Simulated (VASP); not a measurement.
# Sn (Immm) in VASP: notebook

The runs below take Sn through single point, with PBEsol.

All numbers are computed with VASP 6.6.1; they aren't measurements. Logs are shortened: lines on timing, memory, paths and dates and some standing lists are left out, and cuts for length are marked.

## Step 1: The cell of the first run

The structure is orthorhombic, space group Immm (No. 71). Conventional cell: a = 3.280 Å, b = 3.374 Å, c = 4.443 Å, α = 90.00°, β = 90.00°, γ = 90.00°. Within 4.5 Å of Sn (site symmetry mmm) lie 14 Sn at 3.24 to 4.44 Å.

## Step 2: Single point, PBEsol (strain -0.050 along x and y, -0.050 along z)

INCAR reads:

```
SYSTEM = Sn
ALGO = Fast ; EDIFF = 1E-6
ENCUT = 520 ; GGA = PS
ISIF = 2 ; ISMEAR = 0
LASPH = .True. ; LCHARG = .False.
LREAL = .False. ; LWAVE = .False.
NBANDS = 13 ; NELM = 80
PREC = Accurate ; SIGMA = 0.15
```

KPOINTS reads:

```
k-points
0
Gamma
  20 20 20
  0 0 0
```

POSCAR reads:

```
Sn
1.0
   -1.6402120500      1.6867696500      2.2214249000
    1.6402120500     -1.6867696500      2.2214249000
    1.6402120500      1.6867696500     -2.2214249000
Sn
1
Direct
    0.0000000000      0.0000000000      0.0000000000
```

Potentials or basis: VASP PAW PBE potentials, release 64 (Sn_d).

The run is started by

```bash
> cat potpaw_PBE.64/Sn_d/POTCAR > POTCAR
> mpirun -np 1 vasp_std > vasp.out
```

OUTCAR:

```text
SYSTEM = Sn
   EDIFF = 1E-6
   ENCUT = 520
   GGA = PS
   ISIF = 2
   ISMEAR = 0
   LASPH = .True.
   LREAL = .False.
   NELM = 80
   PREC = Accurate

 ion  position               nearest neighbor table
   1  0.000  0.000  0.000-

  LATTYP: Found a body centered orthorhombic cell.
 ALAT       =     3.2804241000
 B/A-ratio  =     1.0283851103
 C/A-ratio  =     1.3543522620

  Lattice vectors:

 A1 = (  -1.6402120500,   1.6867696500,   2.2214249000)
 A2 = (   1.6402120500,  -1.6867696500,   2.2214249000)
 A3 = (   1.6402120500,   1.6867696500,  -2.2214249000)

Analysis of symmetry for initial positions (statically):
=====================================================================
 Subroutine PRICEL returns:
 Original cell was already a primitive cell.

 Routine SETGRP: Setting up the symmetry group for a
 body centered orthorhombic supercell.

 Subroutine GETGRP returns: Found  8 space group operations
 (whereof  8 operations were pure point group operations)
 out of a pool of  8 trial point group operations.

The static configuration has the point symmetry D_2h.

Analysis of symmetry for dynamics (positions and initial velocities):
=====================================================================
 Subroutine PRICEL returns:
 Original cell was already a primitive cell.

 Routine SETGRP: Setting up the symmetry group for a
 body centered orthorhombic supercell.

 Subroutine GETGRP returns: Found  8 space group operations
 (whereof  8 operations were pure point group operations)
 out of a pool of  8 trial point group operations.

The dynamic configuration has the point symmetry D_2h.

 Subroutine INISYM returns: Found  8 space group operations
 (whereof  8 operations are pure point group operations),
 and found     1 'primitive' translations

----------------------------------------------------------------------------------------

                                     Primitive cell

  volume of cell :      24.5837

  direct lattice vectors                    reciprocal lattice vectors
    -1.640212050  1.686769650  2.221424900     0.000000000  0.296424589  0.225080758
     1.640212050 -1.686769650  2.221424900     0.304838634  0.000000000  0.225080758
     1.640212050  1.686769650 -2.221424900     0.304838634  0.296424589  0.000000000

  length of vectors
     3.235771316  3.235771316  3.235771316     0.372194686  0.378929994  0.425198929
[... 85 lines left out ...]
   ISIF   =      2    stress and relaxation
   ISYM   =      2    0-nonsym 1-usesym 2-fastsym
   POTIM  = 0.5000    time-step for ionic-motion
   TEBEG  =    0.0;   TEEND  =   0.0 temperature during run
   PSTRESS=    0.0 pullay stress
   NELECT =      14.0000    total number of electrons
   NUPDOWN=      -1.0000    fix difference up-down
   EMIN   =  10.00;   EMAX   =-10.00  energy-range for DOS
   EFERMI =   0.00;   METHOD = LEGACY
   ISMEAR =     0;   SIGMA  =   0.15  broadening in eV -4-tet -1-fermi 0-gaus
   EFERMI_NEDOS =   21; number of points for ismear=-14 and -15
   IALGO  =     68    algorithm
   IMIX   =      4    mixing-type and parameters
     AMIX     =   0.40;   BMIX     =  1.00
     AMIX_MAG =   1.60;   BMIX_MAG =  1.00
  volume/ion in A,a.u.               =      24.58       165.90
  Fermi-wavevector in a.u.,A,eV,Ry     =   1.356964  2.564290 25.053111  1.841352
  Thomas-Fermi vector in A             =   2.483923
   LORBIT       =      0    0 simple, 1 ext, 2 COOP (PROOUT), +10 PAW based schemes
   GGA     = PS    functional components
   LHFCALC =     F    Hartree Fock is set to
   AEXX    =    0.0000 exact exchange contribution
   IVDW    =     0    specifies the selected vdW correction
   LEPSILON=     F    determine dielectric tensor
   LRPA    =     F    only Hartree local field effects (RPA)
 non-spin polarized calculation
 RMM-DIIS sequential band-by-band and
 Gauss-broadening in eV      SIGMA  =   0.15
  energy-cutoff  :      520.00
  volume of cell :       24.58
 maximum number of plane-waves:       680
   NGX = 13   NGY = 13   NGZ = 13

 number of electron      14.0000000 magnetization

 Free energy of the ion-electron system (eV)
  ---------------------------------------------------
  ext. energy  EPLUGINS =         0.00000000
  ---------------------------------------------------
  free energy    TOTEN  =        -4.20734475 eV

  energy without entropy =       -4.20053419  energy(sigma->0) =       -4.20393947

 E-fermi :   9.2853     XC(G=0): -10.9816

 val. band max:        9.2829515397   @ k =   0.5000  -0.3500   0.2500
 cond. band min:       9.2869225662   @ k =   0.4000   0.2500  -0.0000
 fundamental gap:      0.0039710265
 Fermi energy:         9.2852812225

 k-point     1 :       0.0000    0.0000    0.0000
  band No.  band energies     occupation
      1     -12.2852      2.00000
      2     -12.2640      2.00000
      3     -12.2294      2.00000
      4     -12.1771      2.00000
      5     -12.1237      2.00000
      6      -2.6718      2.00000
      7      17.5150      0.00000
      8      17.6589      0.00000
      9      18.2013      0.00000
     10      20.0686      0.00000
     11      21.3551      0.00000
     12      21.8792      0.00000
     13      22.0987      0.00000
[... 354 lines left out ...]
  band No.  band energies     occupation
      1     -12.2672      2.00000
      2     -12.2551      2.00000
      3     -12.2277      2.00000
      4     -12.0822      2.00000
      5     -12.0595      2.00000
      6       0.5799      2.00000
      7       6.2952      2.00000
      8      15.3179      0.00000
      9      15.8983      0.00000
     10      18.8690      0.00000
     11      20.7408      0.00000
     12      21.1807      0.00000
     13      22.7551      0.00000

 [... further k-points ...]

------------------------ aborting loop because EDIFF is reached ----------------------------------------

  FORCE on cell =-STRESS in cart. coord.  units (eV):
  Direction    XX          YY          ZZ          XY          YZ          ZX
  --------------------------------------------------------------------------------------
  -------------------------------------------------------------------------------------
  Total        0.9089210      0.6507196      0.7136221      0.0000000      0.0000000      0.0000000
  in kB       59.2364885     42.4089047     46.5084107      0.0000000      0.0000000      0.0000000
  external PRESSURE =      49.3846013 kB  Pullay stress =       0.0000000 kB

 VOLUME and BASIS-vectors are now :
 -----------------------------------------------------------------------------
  energy-cutoff  :      520.00
  volume of cell :       24.58
      direct lattice vectors                 reciprocal lattice vectors
    -1.640212050  1.686769650  2.221424900     0.000000000  0.296424589  0.225080758
     1.640212050 -1.686769650  2.221424900     0.304838634  0.000000000  0.225080758
     1.640212050  1.686769650 -2.221424900     0.304838634  0.296424589  0.000000000

 POSITION                                       TOTAL-FORCE (eV/Angst)
 -----------------------------------------------------------------------------------
      0.00000      0.00000      0.00000         0.000000      0.000000      0.000000
 -----------------------------------------------------------------------------------
    total drift:                               -0.000000      0.000000     -0.000000

  FREE ENERGIE OF THE ION-ELECTRON SYSTEM (eV)
  ---------------------------------------------------
  free  energy   TOTEN  =        -4.2073447521 eV

  energy  without entropy=       -4.2005341910  energy(sigma->0) =       -4.20393947
```

OSZICAR:

```text
N       E                     dE             d eps       ncg     rms          rms(c)
DAV:   1     0.799850161434E+02    0.79985E+02   -0.71699E+03 31229   0.166E+03
DAV:   2     0.115208010326E+01   -0.78833E+02   -0.76143E+02 32236   0.340E+02
DAV:   3    -0.412600310515E+01   -0.52781E+01   -0.52560E+01 35773   0.718E+01
DAV:   4    -0.422885294240E+01   -0.10285E+00   -0.10283E+00 37040   0.106E+01
DAV:   5    -0.423214505404E+01   -0.32921E-02   -0.32920E-02 39339   0.186E+00    0.161E+00
RMM:   6    -0.421376526671E+01    0.18380E-01   -0.14407E-02 38582   0.161E+00    0.903E-01
RMM:   7    -0.420760138520E+01    0.61639E-02   -0.10365E-02 38524   0.123E+00    0.128E-01
RMM:   8    -0.420731532481E+01    0.28606E-03   -0.11081E-03 43589   0.426E-01    0.347E-02
RMM:   9    -0.420734161716E+01   -0.26292E-04   -0.29585E-04 47675   0.159E-01    0.308E-02
RMM:  10    -0.420734459553E+01   -0.29784E-05   -0.41760E-05 41497   0.964E-02    0.195E-02
RMM:  11    -0.420734396450E+01    0.63104E-06   -0.20542E-05 44400   0.529E-02    0.232E-03
RMM:  12    -0.420734475213E+01   -0.78763E-06   -0.78859E-06 35734   0.249E-02
   1 F= -.42073448E+01 E0= -.42039395E+01  d E =-.681056E-02
```

stdout:

```text
POSCAR found type information on POSCAR Sn
 POSCAR found :  1 types and       1 ions
 scaLAPACK will be used
 -----------------------------------------------------------------------------
|                                                                             |
|                                                                             |
|     You enforced a specific xc type in the INCAR file but a different       |
[... 19 lines left out ...]
WARNING in EDDRMM: call to ZHEGV failed, returncode =   6  3     11
WARNING in EDDRMM: call to ZHEGV failed, returncode =   6  3     11
WARNING in EDDRMM: call to ZHEGV failed, returncode =   6  3     11
WARNING in EDDRMM: call to ZHEGV failed, returncode =   6  3     11
WARNING in EDDRMM: call to ZHEGV failed, returncode =   8  4     11
WARNING in EDDRMM: call to ZHEGV failed, returncode =   8  4     12
WARNING in EDDRMM: call to ZHEGV failed, returncode =   6  3      9
```

Wall time 1.9 min (1 thread of Intel Xeon 6975P-C (Granite Rapids), shared host); peak memory 0.42 GiB.

What came out:

```yaml
Free_energy: -4.2073 eV
Pressure: 4.9 GPa
Band_gap_on_the_k_mesh: zero (bands 7 and 8 overlap by 10.61 eV)
```

Stress tensor (GPa, compression positive):
```
5.92 0.00 0.00
0.00 4.24 0.00
0.00 0.00 4.65
```

Caveat: the cell differs from its parent crystal (strain -0.050 along x and y, -0.050 along z); the cell stands under pressure; the PAW data sets were made with another functional, which shifts forces and pressure a little; spin-orbit coupling is left out, which moves the levels of the heavy elements.

## Step 3: Single point, PBEsol (strain -0.025 along x and y, -0.025 along z)

INCAR reads:

```
SYSTEM = Sn
ALGO = Fast
EDIFF = 1E-6
ENCUT = 520
GGA = PS
ISIF = 2
ISMEAR = 0
LASPH = .True.
LCHARG = .False.
LREAL = .False.
LWAVE = .False.
NBANDS = 13
NELM = 100
PREC = Accurate
SIGMA = 0.15
```

KPOINTS is that of step 2.

POSCAR reads:

```
Sn
1.0
   -1.6833755250      1.7311583250      2.2798834500
    1.6833755250     -1.7311583250      2.2798834500
    1.6833755250      1.7311583250     -2.2798834500
Sn
1
Direct
    0.0000000000      0.0000000000      0.0000000000
```

Potentials or basis: VASP PAW PBE potentials, release 64 (Sn_d).

The run is started by

```bash
> cat potpaw_PBE.64/Sn_d/POTCAR > POTCAR
> mpirun -np 1 vasp_std > vasp.out
```

Run time: 3.3 min. Hardware: 1 thread of Intel Xeon 6975P-C (Granite Rapids), shared host; peak memory 0.46 GiB.

Results (log left out):

```yaml
Free_energy: -4.2358 eV
Pressure: -0.1 GPa
Band_gap_on_the_k_mesh: zero (bands 7 and 8 overlap by 9.77 eV)
```

Stress tensor (GPa, compression positive):
```
 0.60  0.00  0.00
 0.00 -0.60  0.00
 0.00  0.00 -0.31
```

Levels at points of the mesh, in eV from the Fermi level:
| k point | band 4 | band 5 | band 6 | band 7 | band 8 | band 9 | band 10 | band 11 |
| --- | --- | --- | --- | --- | --- | --- | --- | --- |
| (0.00, 0.00, 0.00) | -21.42 | -21.38 | -11.34 | 7.59 | 7.74 | 8.20 | 10.70 | 11.57 |
| (0.50, 0.00, 0.00) | -21.33 | -21.30 | -7.00 | -4.82 | 5.63 | 6.44 | 10.17 | 10.27 |
| (0.00, 0.50, 0.00) | -21.32 | -21.31 | -6.72 | -4.75 | 5.17 | 6.10 | 9.74 | 9.97 |
| (0.50, 0.50, 0.00) | -21.31 | -21.28 | -5.19 | -3.93 | 2.14 | 2.52 | 5.74 | 6.04 |
| (0.50, 0.50, 0.50) | -21.29 | -21.29 | -4.33 | -3.38 | 1.22 | 1.90 | 4.73 | 5.57 |

Caveat: the cell differs from its parent crystal (strain -0.025 along x and y, -0.025 along z); the PAW data sets were made with another functional, which shifts forces and pressure a little; spin-orbit coupling is left out, which moves the levels of the heavy elements.
